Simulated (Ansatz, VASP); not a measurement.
One calculation of Ru, two programs

```
Ru
1.0
     2.68952    0.00000    0.00000
    -1.34476    2.32920    0.00000
     0.00000    0.00000    4.25192
Ru
2
Cartesian
  0.0000 1.5528 1.0630
  1.3448 0.7764 3.1889
```

Alike in both runs: functional PBEsol; k mesh 18 × 18 × 10; occupations gaussian, width 0.1 eV; no spin polarisation.

Ansatz relaxed the structure, and its values are those at the end. VASP's run is a single point on that final structure, the one shown.

|  | VASP | Ansatz |
| --- | --- | --- |
| version | VASP 6.6.1 | Ansatz 0.2.0 |
| potentials or method | VASP PAW PBE potentials, release 64 (Ru_pv), cutoff 520 eV | scalar-relativistic, plane waves, PAW |
| valence electrons in the cell | 28 | 32 |

```tsv
	VASP	Ansatz	Ansatz less VASP
gap on the k mesh at the Fermi level (eV)	none	none	-
pressure (GPa)	0.0	0.0	+0.01
```

VASP's potentials were made for PBE, not for PBEsol. A gap of «none» marks a metal or a gap that the smearing closes. VASP's potentials hold 28 valence electrons a cell and Ansatz's 32, so a difference there can come from the potentials and not from the codes.
